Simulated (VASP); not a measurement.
# ZnO (P6_3mc) in VASP: further runs

Aim: see how the results for ZnO move with the level of theory and the settings. Levels: PBEsol, r2SCAN. Tasks: single point.

Program: VASP 6.6.1. These are calculated values, not measurements. Logs are shortened: lines on timing, memory, paths and dates and some standing lists are left out, and cuts for length are marked.

## (1) The cell of the first run

It takes space group P6_3mc (No. 186, hexagonal). The conventional cell has a = 3.230 Å, b = 3.230 Å, c = 5.215 Å, α = 90.00°, β = 90.00°, γ = 120.00°. Within 2.6 Å of Zn (site symmetry 3m) lie 4 O at 1.97 to 1.98 Å. Within 2.6 Å of O (site symmetry 3m) lie 4 Zn at 1.97 to 1.98 Å.

## (2) Single point, PBEsol

INCAR reads:

```
PREC = Accurate ; ENCUT = 520
EDIFF = 1E-6 ; ISMEAR = -1
SIGMA = 0.05 ; LREAL = False
LASPH = True ; NELM = 60
ALGO = Normal ; ISIF = 2
LWAVE = False ; LCHARG = False
GGA = PS ; NBANDS = 26
```

KPOINTS reads:

```
regular mesh
0
Gamma
  9 9 5
```

POSCAR reads:

```
ZnO
1.0
    3.2299240000      0.0000000000      0.0000000000
   -1.6149620000      2.7971960000      0.0000000000
    0.0000000000      0.0000000000      5.2145190000
Zn O
2 2
Direct
    0.6666670000      0.3333330000      0.4985410000
    0.3333330000      0.6666670000      0.9985410000
    0.3333330000      0.6666670000      0.3774590000
    0.6666670000      0.3333330000      0.8774590000
```

Potentials or basis: VASP PAW PBE potentials, release 64 (Zn, O).

Run with:

```bash
cat potpaw_PBE.64/Zn/POTCAR potpaw_PBE.64/O/POTCAR > POTCAR
mpirun -np 1 vasp_std > vasp.out
```

OUTCAR:

```text
PREC = Accurate
   ENCUT = 520
   EDIFF = 1E-6
   ISMEAR = -1
   LREAL = False
   LASPH = True
   NELM = 60
   ISIF = 2
   GGA = PS

 ion  position               nearest neighbor table
   1  0.667  0.333  0.499-   3 1.97   3 1.97   3 1.97   4 1.98
   2  0.333  0.667  0.999-   4 1.97   4 1.97   4 1.97   3 1.98
   3  0.333  0.667  0.377-   1 1.97   1 1.97   1 1.97   2 1.98
   4  0.667  0.333  0.877-   2 1.97   2 1.97   2 1.97   1 1.98

  LATTYP: Found a hexagonal cell.
 ALAT       =     3.2299240000
 C/A-ratio  =     1.6144401540

  Lattice vectors:

 A1 = (   3.2299240000,   0.0000000000,   0.0000000000)
 A2 = (  -1.6149620000,   2.7971960000,   0.0000000000)
 A3 = (   0.0000000000,   0.0000000000,   5.2145190000)

Analysis of symmetry for initial positions (statically):
=====================================================================
 Subroutine PRICEL returns:
 Original cell was already a primitive cell.

 Routine SETGRP: Setting up the symmetry group for a
 hexagonal supercell.

 Subroutine GETGRP returns: Found 12 space group operations
 (whereof  6 operations were pure point group operations)
 out of a pool of 24 trial point group operations.

The static configuration has the point symmetry C_3v.
 The point group associated with its full space group is C_6v.

Analysis of symmetry for dynamics (positions and initial velocities):
=====================================================================
 Subroutine PRICEL returns:
 Original cell was already a primitive cell.

 Routine SETGRP: Setting up the symmetry group for a
 hexagonal supercell.

 Subroutine GETGRP returns: Found 12 space group operations
 (whereof  6 operations were pure point group operations)
 out of a pool of 24 trial point group operations.

The dynamic configuration has the point symmetry C_3v.
 The point group associated with its full space group is C_6v.

 Subroutine INISYM returns: Found 12 space group operations
 (whereof  6 operations are pure point group operations),
 and found     1 'primitive' translations

----------------------------------------------------------------------------------------

                                     Primitive cell

  volume of cell :      47.1118

  direct lattice vectors                    reciprocal lattice vectors
     3.229924000  0.000000000  0.000000000     0.309604808  0.178750434  0.000000000
    -1.614962000  2.797196000  0.000000000     0.000000000  0.357500869  0.000000000
     0.000000000  0.000000000  5.214519000     0.000000000  0.000000000  0.191772242

  length of vectors
     3.229924000  3.229923795  5.214519000     0.357500846  0.357500869  0.191772242

  position of ions in fractional coordinates (direct lattice)
     0.666667000  0.333333000  0.498541000
     0.333333000  0.666667000  0.998541000
     0.333333000  0.666667000  0.377459000
     0.666667000  0.333333000  0.877459000

  ion indices of the primitive-cell ions
   primitive index   ion index
                 1           1
                 2           2
                 3           3
                 4           4

----------------------------------------------------------------------------------------

 KPOINTS: regular mesh

Automatic generation of k-mesh.
 Grid dimensions read from file:
 generate k-points for:    9    9    5

 Generating k-lattice:

  Cartesian coordinates                     Fractional coordinates (reciprocal lattice)
     0.034400534  0.019861159  0.000000000     0.111111111 -0.000000000  0.000000000
     0.000000000  0.039722319  0.000000000     0.000000000  0.111111111  0.000000000
     0.000000000  0.000000000  0.038354448     0.000000000  0.000000000  0.200000000

  Length of vectors
     0.039722316  0.039722319  0.038354448

  Shift w.r.t. Gamma in fractional coordinates (k-lattice)
     0.000000000  0.000000000  0.000000000

 Subroutine IBZKPT returns following result:
 ===========================================

 Found     36 irreducible k-points:

 Following reciprocal coordinates:
            Coordinates               Weight
  0.000000  0.000000  0.000000      1.000000
  0.111111  0.000000  0.000000      6.000000
  0.222222  0.000000  0.000000      6.000000
  0.333333  0.000000  0.000000      6.000000
  0.444444  0.000000  0.000000      6.000000
  0.111111  0.111111  0.000000      6.000000
[... 16 lines left out ...]
  0.333333  0.222222  0.200000     24.000000
  0.333333  0.333333  0.200000      4.000000
 [... further k-points ...]
   k-points           NKPTS =     36   k-points in BZ     NKDIM =     36   number of bands    NBANDS=     26
   number of dos      NEDOS =    301   number of ions     NIONS =      4
   total plane-waves  NPLWV =  23040
   dimension x,y,z NGX =    24 NGY =   24 NGZ =   40
   dimension x,y,z NGXF=    48 NGYF=   48 NGZF=   80
   ions per type =               2   2
   NGX,Y,Z   is equivalent  to a cutoff of  12.35, 12.35, 12.75 a.u.
   NGXF,Y,Z  is equivalent  to a cutoff of  24.71, 24.71, 25.51 a.u.
 SYSTEM =  unknown system
   PREC   = accura    normal or accurate (medium, high low for compatibility)
   ISTART =      0    job   : 0-new  1-cont  2-samecut
   ICHARG =      2    charge: 1-file 2-atom 10-const
   ISPIN  =      1    spin polarized calculation?
   LNONCOLLINEAR =      F non collinear calculations
   LSORBIT =      F    spin-orbit coupling
   LASPH  =      T    aspherical Exc in radial PAW
   ENCUT  =  520.0 eV  38.22 Ry    6.18 a.u.   6.01  6.01  9.70*2*pi/ulx,y,z
   NELM   =     60;   NELMIN=  2; NELMDL= -5     # of ELM steps
   EDIFF  = 0.1E-05   stopping-criterion for ELM
   LREAL  =      F    real-space projection
   EDIFFG = 0.1E-04   stopping-criterion for IOM
   NSW    =      0    number of steps for IOM
   IBRION =     -1    ionic relax: 0-MD 1-quasi-New 2-CG
   NFREE  =      0    steps in history (QN), initial steepest desc. (CG)
   ISIF   =      2    stress and relaxation
   ISYM   =      2    0-nonsym 1-usesym 2-fastsym
   POTIM  = 0.5000    time-step for ionic-motion
   TEBEG  =    0.0;   TEEND  =   0.0 temperature during run
   PSTRESS=    0.0 pullay stress
   NELECT =      36.0000    total number of electrons
   NUPDOWN=      -1.0000    fix difference up-down
   EMIN   =  10.00;   EMAX   =-10.00  energy-range for DOS
   EFERMI =   0.00;   METHOD = LEGACY
   ISMEAR =    -1;   SIGMA  =   0.05  broadening in eV -4-tet -1-fermi 0-gaus
   EFERMI_NEDOS =   21; number of points for ismear=-14 and -15
   IALGO  =     38    algorithm
   IMIX   =      4    mixing-type and parameters
     AMIX     =   0.40;   BMIX     =  1.00
     AMIX_MAG =   1.60;   BMIX_MAG =  1.00
  volume/ion in A,a.u.               =      11.78        79.48
  Fermi-wavevector in a.u.,A,eV,Ry     =   1.496692  2.828338 30.478244  2.240088
  Thomas-Fermi vector in A             =   2.608676
   LORBIT       =      0    0 simple, 1 ext, 2 COOP (PROOUT), +10 PAW based schemes
   GGA     = PS    functional components
   LHFCALC =     F    Hartree Fock is set to
   AEXX    =    0.0000 exact exchange contribution
   IVDW    =     0    specifies the selected vdW correction
   LEPSILON=     F    determine dielectric tensor
   LRPA    =     F    only Hartree local field effects (RPA)
 non-spin polarized calculation
  energy-cutoff  :      520.00
  volume of cell :       47.11
 maximum number of plane-waves:      1296
   NGX = 13   NGY = 13   NGZ = 19

 number of electron      36.0000020 magnetization

 Free energy of the ion-electron system (eV)
  ---------------------------------------------------
  ext. energy  EPLUGINS =         0.00000000
  ---------------------------------------------------
  free energy    TOTEN  =       -19.41035396 eV

  energy without entropy =      -19.41034472  energy(sigma->0) =      -19.41034934

 E-fermi :   1.5320     XC(G=0): -11.2414

 val. band max:        1.1488314734   @ k =   0.0000   0.0000   0.0000
 cond. band min:       1.8380145608   @ k =   0.0000   0.0000   0.0000
 fundamental gap:      0.6891830874
 Fermi energy:         1.5319942763

 k-point     1 :       0.0000    0.0000    0.0000
  band No.  band energies     occupation
      1     -16.9818      2.00000
      2     -16.2263      2.00000
      3      -4.6630      2.00000
      4      -4.6210      2.00000
      5      -4.6210      2.00000
      6      -4.5779      2.00000
[... 18 lines left out ...]
     25      15.2688      0.00000
     26      15.2689      0.00000

 k-point     2 :       0.1111    0.0000    0.0000
  band No.  band energies     occupation
      1     -16.9111      2.00000
      2     -16.1948      2.00000
      3      -4.7104      2.00000
      4      -4.5813      2.00000
      5      -4.5564      2.00000
      6      -4.5361      2.00000
[... 18 lines left out ...]
     25      15.2283      0.00000
     26      15.4170      0.00000

 k-point     3 :       0.2222    0.0000    0.0000
  band No.  band energies     occupation
      1     -16.7222      2.00000
      2     -16.1191      2.00000
      3      -4.8760      2.00000
      4      -4.5357      2.00000
      5      -4.4884      2.00000
      6      -4.3966      2.00000
[... 18 lines left out ...]
     25      14.5274      0.00000
     26      15.3739      0.00000

 k-point     4 :       0.3333    0.0000    0.0000
  band No.  band energies     occupation
      1     -16.4815      2.00000
      2     -16.0483      2.00000
      3      -4.9715      2.00000
      4      -4.5998      2.00000
      5      -4.4042      2.00000
      6      -4.2171      2.00000
[... 18 lines left out ...]
     25      14.4924      0.00000
     26      15.2050      0.00000
[... 496 lines left out ...]
      1     -16.3306      2.00000
      2     -16.0572      2.00000
      3      -4.8247      2.00000
      4      -4.7299      2.00000
      5      -4.3292      2.00000
      6      -4.3039      2.00000
[... 18 lines left out ...]
     25      13.0818      0.00000
     26      16.3625      0.00000

 k-point    23 :       0.3333    0.2222    0.2000
  band No.  band energies     occupation
      1     -16.1803      2.00000
      2     -16.0456      2.00000
      3      -4.7420      2.00000
      4      -4.5752      2.00000
      5      -4.3802      2.00000
      6      -4.1731      2.00000
[... 18 lines left out ...]
     25      13.8909      0.00000
     26      15.4445      0.00000

 k-point    24 :       0.3333    0.3333    0.2000
  band No.  band energies     occupation
      1     -16.0854      2.00000
      2     -16.0854      2.00000
      3      -4.6444      2.00000
      4      -4.4275      2.00000
      5      -4.4275      2.00000
      6      -4.0948      2.00000
[... 18 lines left out ...]
     25      14.5323      0.00000
     26      15.7260      0.00000

 [... further k-points ...]
[... 5 lines left out ...]
  --------------------------------------------------------------------------------------
  -------------------------------------------------------------------------------------
  Total        0.2352276      0.2352276      0.2335475      0.0000000     -0.0000000      0.0000000
  in kB        7.9996224      7.9996211      7.9424841      0.0000000     -0.0000000      0.0000000
  external PRESSURE =       7.9805759 kB  Pullay stress =       0.0000000 kB

 VOLUME and BASIS-vectors are now :
 -----------------------------------------------------------------------------
  energy-cutoff  :      520.00
  volume of cell :       47.11
      direct lattice vectors                 reciprocal lattice vectors
     3.229924000  0.000000000  0.000000000     0.309604808  0.178750434  0.000000000
    -1.614962000  2.797196000  0.000000000     0.000000000  0.357500869  0.000000000
     0.000000000  0.000000000  5.214519000     0.000000000  0.000000000  0.191772242

 POSITION                                       TOTAL-FORCE (eV/Angst)
 -----------------------------------------------------------------------------------
      1.61496      0.93240      2.59965         0.000000     -0.000000      0.000376
     -0.00000      1.86480      5.20691        -0.000000      0.000000      0.000376
     -0.00000      1.86480      1.96827        -0.000000      0.000000     -0.000376
      1.61496      0.93240      4.57553         0.000000     -0.000000     -0.000376
 -----------------------------------------------------------------------------------
    total drift:                               -0.001578      0.000913     -0.003305

  FREE ENERGIE OF THE ION-ELECTRON SYSTEM (eV)
  ---------------------------------------------------
  free  energy   TOTEN  =       -19.4103539585 eV

  energy  without entropy=      -19.4103447220  energy(sigma->0) =      -19.41034934
```

Run time: 22 s. Hardware: 1 thread of Intel Xeon 6975P-C, shared host; peak memory 0.18 GiB.

Results:

```yaml
Free_energy: -19.4104 eV
Pressure: 0.8 GPa
Band_gap_on_the_k_mesh: 0.69 eV, direct
```

Caveat: the PAW data sets were made with another functional, which shifts forces and pressure a little.

## (3) Single point, r2SCAN

POSCAR is that of step 2.

INCAR.step1 reads:

```
PREC = Accurate
ENCUT = 520
ISMEAR = -1
SIGMA = 0.05
LREAL = F
LASPH = T
NELM = 100
NBANDS = 26
GGA = PE
ALGO = Normal
EDIFF = 1E-4
LWAVE = T
LCHARG = F
```

INCAR.step2 reads:

```
PREC = Accurate
ENCUT = 520
EDIFF = 1E-7
ISMEAR = -1
SIGMA = 0.05
LREAL = F
LASPH = T
NELM = 100
ALGO = Normal
ISIF = 2
LWAVE = F
LCHARG = F
METAGGA = R2SCAN
LMIXTAU = T
NBANDS = 26
ISTART = 1
```

KPOINTS is that of step 2.

Potentials or basis: VASP PAW PBE potentials, release 64 (Zn, O).

Run with:

```bash
cat potpaw_PBE.64/Zn/POTCAR potpaw_PBE.64/O/POTCAR > POTCAR
cp INCAR.step1 INCAR
mpirun -np 1 vasp_std > vasp.out
cp INCAR.step2 INCAR
mpirun -np 1 vasp_std > vasp.out
```

OUTCAR:

```text
PREC = Accurate
   ENCUT = 520
   EDIFF = 1E-7
   ISMEAR = -1
   LREAL = F
   LASPH = T
   NELM = 100
   ISIF = 2
   METAGGA = R2SCAN
   ISTART = 1

 ion  position               nearest neighbor table
   1  0.667  0.333  0.499-   3 1.97   3 1.97   3 1.97   4 1.98
   2  0.333  0.667  0.999-   4 1.97   4 1.97   4 1.97   3 1.98
   3  0.333  0.667  0.377-   1 1.97   1 1.97   1 1.97   2 1.98
   4  0.667  0.333  0.877-   2 1.97   2 1.97   2 1.97   1 1.98

  LATTYP: Found a hexagonal cell.
 ALAT       =     3.2299240000
 C/A-ratio  =     1.6144401540

  Lattice vectors:

 A1 = (   3.2299240000,   0.0000000000,   0.0000000000)
 A2 = (  -1.6149620000,   2.7971960000,   0.0000000000)
 A3 = (   0.0000000000,   0.0000000000,   5.2145190000)

Analysis of symmetry for initial positions (statically):
=====================================================================
 Subroutine PRICEL returns:
 Original cell was already a primitive cell.

 Routine SETGRP: Setting up the symmetry group for a
[... 164 lines left out ...]

 Free energy of the ion-electron system (eV)
  ---------------------------------------------------
  ext. energy  EPLUGINS =         0.00000000
  ---------------------------------------------------
  free energy    TOTEN  =       -36.31669295 eV

  energy without entropy =      -36.31669289  energy(sigma->0) =      -36.31669292

 E-fermi :   1.6008     XC(G=0): -11.7222

 val. band max:        0.9445796165   @ k =   0.0000   0.0000   0.0000
 cond. band min:       2.1805548331   @ k =   0.0000   0.0000   0.0000
 fundamental gap:      1.2359752167
 Fermi energy:         1.6007523451

 k-point     1 :       0.0000    0.0000    0.0000
  band No.  band energies     occupation
      1     -18.2245      2.00000
      2     -17.5273      2.00000
      3      -4.9264      2.00000
      4      -4.9264      2.00000
      5      -4.8803      2.00000
      6      -4.8424      2.00000
[... 685 lines left out ...]
     25      15.1770      0.00000
     26      16.5504      0.00000

 [... further k-points ...]
[... 5 lines left out ...]
  --------------------------------------------------------------------------------------
  -------------------------------------------------------------------------------------
  Total        0.4354156      0.4354155      0.4096368      0.0000000     -0.0000000      0.0000000
  in kB       14.8076136     14.8076111     13.9309295      0.0000000     -0.0000000      0.0000000
  external PRESSURE =      14.5153847 kB  Pullay stress =       0.0000000 kB

 VOLUME and BASIS-vectors are now :
 -----------------------------------------------------------------------------
  energy-cutoff  :      520.00
  volume of cell :       47.11
      direct lattice vectors                 reciprocal lattice vectors
     3.229924000  0.000000000  0.000000000     0.309604808  0.178750434  0.000000000
    -1.614962000  2.797196000  0.000000000     0.000000000  0.357500869  0.000000000
     0.000000000  0.000000000  5.214519000     0.000000000  0.000000000  0.191772242

 POSITION                                       TOTAL-FORCE (eV/Angst)
 -----------------------------------------------------------------------------------
      1.61496      0.93240      2.59965         0.000000      0.000000     -0.007527
     -0.00000      1.86480      5.20691        -0.000000     -0.000000     -0.007527
     -0.00000      1.86480      1.96827        -0.000000      0.000000      0.007527
      1.61496      0.93240      4.57553         0.000000      0.000000      0.007527
 -----------------------------------------------------------------------------------
    total drift:                               -0.001574      0.000911     -0.030843

  FREE ENERGIE OF THE ION-ELECTRON SYSTEM (eV)
  ---------------------------------------------------
  free  energy   TOTEN  =       -36.3166929503 eV

  energy  without entropy=      -36.3166928867  energy(sigma->0) =      -36.31669292
```

Wall time 94 s (1 thread of Intel Xeon 6975P-C, shared host); peak memory 0.18 GiB.

What came out:

| Item | Value |
| --- | --- |
| Free energy | -36.3167 eV |
| Pressure | 1.5 GPa |
| Largest force | 0.008 eV/Å |
| Band gap on the k mesh | 1.24 eV, direct |

Forces on the atoms (eV/Å):
```
Zn   0.000  0.000 -0.008
Zn   0.000  0.000 -0.008
O    0.000  0.000  0.008
O    0.000  0.000  0.008
```

Stress tensor (GPa, compression positive):
```
1.48 0.00 0.00
0.00 1.48 0.00
0.00 0.00 1.39
```

Caveat: the PAW data sets were made with another functional, which shifts forces and pressure a little. r2SCAN opens gaps a little over a GGA but as a rule still falls short of measured ones.
